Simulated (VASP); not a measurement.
Write the native input for VASP 6.6.1 that does the following.

```yaml
Task: single point
Functional: PBEsol
Potentials_or_basis: VASP PAW PBE potentials, release 64 (K_sv, Mg, F)
Cutoff: 520 eV
k_mesh: 1 × 1 × 1, shifted
Occupations: fermi-dirac, width 0.05 eV
Spin: no spin polarisation
Dipole_correction: no
Further_INCAR_settings: LREAL = Auto; ALGO = Normal; EDIFF = 1e-06; NBANDS = 145; ISYM = 0
```

The structure of K7Mg8F23 (a cell with a defect) lies in POSCAR:

```
K7Mg8F23
1.0
    7.9825440000      0.0000000000      0.0000000000
    0.0000000000      7.9825440000      0.0000000000
    0.0000000000      0.0000000000      7.9825440000
K Mg F
7 8 23
Direct
    0.9921920000      0.9926190000      0.0007190000
    0.9901910000      0.9906200000      0.5005970000
    0.9954370000      0.5075750000      0.0007180000
    0.9857500000      0.5106540000      0.5007570000
    0.5071470000      0.9958350000      0.0006890000
    0.5102130000      0.9861470000      0.5006910000
    0.5065330000      0.5068860000      0.0007000000
    0.2516490000      0.2520590000      0.2351740000
    0.2515990000      0.2520270000      0.7662350000
    0.2520250000      0.7477060000      0.2556000000
    0.2519970000      0.7477240000      0.7458030000
    0.7472860000      0.2524560000      0.2556060000
    0.7472850000      0.2524370000      0.7457970000
    0.7463380000      0.7467710000      0.2523800000
    0.7463220000      0.7467600000      0.7490320000
    0.2372760000      0.2374920000      0.0006990000
    0.2480980000      0.7593590000      0.0007040000
    0.2407610000      0.7486500000      0.5006910000
    0.7588320000      0.2485520000      0.0007170000
    0.7483410000      0.2411520000      0.5006930000
    0.7501860000      0.7506000000      0.0007100000
    0.7548640000      0.7553010000      0.5007090000
    0.0084270000      0.2505400000      0.2745450000
    0.0083650000      0.2503880000      0.7269400000
    0.0001220000      0.7517040000      0.2481310000
    0.0000970000      0.7517540000      0.7532720000
    0.4946350000      0.2447880000      0.2483360000
    0.4946080000      0.2448000000      0.7530240000
    0.4985960000      0.7577270000      0.2424080000
    0.4985690000      0.7577250000      0.7590300000
    0.2500190000      0.0088560000      0.2746340000
    0.2499520000      0.0088200000      0.7267850000
    0.2444230000      0.4950640000      0.2481910000
    0.2443280000      0.4950480000      0.7531410000
    0.7513380000      0.0005460000      0.2481310000
    0.7513010000      0.0005340000      0.7532910000
    0.7572570000      0.4990290000      0.2424250000
    0.7572820000      0.4990100000      0.7590270000
```

One way to write it, as run:

INCAR

```
PREC = Accurate
ENCUT = 520
EDIFF = 1E-6
ISMEAR = -1
SIGMA = 0.05
LREAL = Auto
LASPH = T
NELM = 100
ALGO = Normal
ISIF = 2
LWAVE = F
LCHARG = F
GGA = PS
NBANDS = 145
ISYM = 0
```

KPOINTS

```
Automatic mesh
0
Gamma
  1 1 1
  0.25 0.25 0.25
```

Potentials or basis: VASP PAW PBE potentials, release 64 (K_sv, Mg, F).

Run with:

```bash
$ cat potpaw_PBE.64/K_sv/POTCAR potpaw_PBE.64/Mg/POTCAR potpaw_PBE.64/F/POTCAR > POTCAR
$ mpirun -np 1 vasp_std > vasp.out
```

It gave:

* Pressure: -0.6 GPa
* Largest force: 0.025 eV/Å
* Band gap on the k mesh: 6.57 eV

Caveat: the PAW data sets were made with another functional, which shifts forces and pressure a little.

It took 7 min on 1 thread of Intel(R) Xeon(R) Platinum 8259CL CPU @ 2.50GHz (Skylake/Cascade Lake) (shared host), peak memory 0.59 GiB.
